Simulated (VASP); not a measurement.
Set up this calculation in VASP 6.6.1, as the native input.

| Quantity | Value |
| --- | --- |
| Task | single point |
| Functional | LDA |
| Potentials or basis | VASP PAW LDA potentials, release 64 (Fe_sv, B) |
| Cutoff | 690 eV |
| k mesh | 4 × 4 × 6 |
| Occupations | gaussian, width 0.1 eV |
| Spin | no spin polarisation |
| Dipole correction | no |
| Further INCAR settings | ALGO = Normal; EDIFF = 1e-06; NBANDS = 39 |

The structure of FeB4 lies in POSCAR:

```
FeB4
1.0
    4.5786000000      0.0000000000      0.0000000000
    0.0000000000      5.2981000000      0.0000000000
    0.0000000000      0.0000000000      2.9991000000
Fe B
2 8
Direct
    0.0000000000      0.0000000000      0.0000000000
    0.5000000000      0.5000000000      0.5000000000
    0.2487000000      0.3123000000      0.0000000000
    0.7513000000      0.6877000000      0.0000000000
    0.7487000000      0.1877000000      0.5000000000
    0.2513000000      0.8123000000      0.5000000000
    0.3411000000      0.1263000000      0.5000000000
    0.6589000000      0.8737000000      0.5000000000
    0.8411000000      0.3737000000      0.0000000000
    0.1589000000      0.6263000000      0.0000000000
```

These files were run (other wordings do the same):

INCAR

```
ALGO = Normal
EDIFF = 1E-6
ENCUT = 690
GGA = CA
GGA_COMPAT = False
ISIF = 2
ISMEAR = 0
LASPH = True
LCHARG = True
LELF = True
LREAL = False
LVHAR = True
LWAVE = False
NBANDS = 39
NELM = 120
PREC = Accurate
SIGMA = 0.1
```

KPOINTS

```
k-points
0
Gamma
  4 4 6
```

Potentials or basis: VASP PAW LDA potentials, release 64 (Fe_sv, B).

The run is started by

```console
$ cat potpaw_LDA.64/Fe_sv/POTCAR potpaw_LDA.64/B/POTCAR > POTCAR
$ mpirun -np 1 vasp_std > vasp.out
```

It gave:

- Pressure: -16.1 GPa
- Largest force: 0.073 eV/Å
- Band gap on the k mesh: zero (bands 28 and 29 overlap by 0.86 eV)

Caveat: the stress differs along the axes, from -18 to -13 GPa; the run has no spin polarisation, though such a crystal can be magnetic.

Run time: 3.5 min on 1 thread of AMD EPYC 7R13 Processor (Zen 3), on a shared host, peak memory 0.22 GiB.
